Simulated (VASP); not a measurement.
Here is a VASP 6.6.1 calculation.

INCAR

```
SYSTEM = F
ALGO = Normal
EDIFF = 1E-6
ENCUT = 520
GGA = PS
ISIF = 2
ISMEAR = 0
LASPH = .True.
LCHARG = .False.
LREAL = .False.
LWAVE = .False.
NBANDS = 22
NELM = 60
PREC = Accurate
SIGMA = 0.05
```

The input KPOINTS:

```
k-points
0
Gamma
  6 6 4
  0 0 0
```

POSCAR

```
F
1.0
    3.7525250800     -1.9663869400      0.0000000000
    3.7525250800      1.9663869400      0.0000000000
    0.0000000000      0.0000000000      6.3757260000
F
4
Direct
    0.9125420000      0.0874580000      0.0960130000
    0.5874580000      0.4125420000      0.5960130000
    0.4125420000      0.5874580000      0.4039870000
    0.0874580000      0.9125420000      0.9039870000
```

Potentials or basis: VASP PAW PBE potentials, release 64 (F).

Command:

```console
$ cat potpaw_PBE.64/F/POTCAR > POTCAR
$ mpirun -np 1 vasp_std > vasp.out
```

Problem. Estimate the pressure.

Solution. 0.1 GPa.

Problem. Predict the largest force.

Solution. 0.337 eV/Å.

Problem. Estimate the band gap on the k mesh.

Solution. 3.24 eV.

Stress tensor (GPa, compression positive):
```
-0.47  0.00  0.00
 0.00 -0.12  0.00
 0.00  0.00  0.95
```

Caveat: the cell differs from its parent crystal (strain +0.0600 x Voigt [1, -1, 0, 0, 0, 0]); the PAW data sets were made with another functional, which shifts forces and pressure a little. A k mesh can miss the band edges.
